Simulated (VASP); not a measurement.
Ta, 1 atom in the cell. It takes space group Im-3m (No. 229, cubic). The conventional cell has a = 3.322 Å, b = 3.322 Å, c = 3.322 Å, α = 90.00°, β = 90.00°, γ = 90.00°. Ta (site symmetry m-3m) has 14 Ta at 2.88 to 3.32 Å within 3.8 Å. 

```yaml
Program: VASP 6.6.1
Task: single point
Functional: PBE
Potentials_or_basis: VASP PAW PBE potentials, release 64 (Ta_pv)
Cutoff: 520 eV
k_mesh: 18 × 18 × 18
Occupations: fermi-dirac, width 0.15 eV
Spin: no spin polarisation
Dipole_correction: no
Further_INCAR_settings: ALGO = Fast; EDIFF = 1e-07; NBANDS = 12
```

Potentials or basis: VASP PAW PBE potentials, release 64 (Ta_pv).

The run is started by

```sh
$ cat potpaw_PBE.64/Ta_pv/POTCAR > POTCAR
$ mpirun -np 1 vasp_std > vasp.out
```

Hardware: 1 thread of Intel(R) Xeon(R) Platinum 8259CL CPU @ 2.50GHz (Skylake/Cascade Lake), with other jobs on the host.

Problem. How long does it take, and how much memory?

Solution. It took 32 s on 1 thread of Intel(R) Xeon(R) Platinum 8259CL CPU @ 2.50GHz (Skylake/Cascade Lake) (shared host), peak memory 0.17 GiB. Counts: scf iterations 15, k points 195.
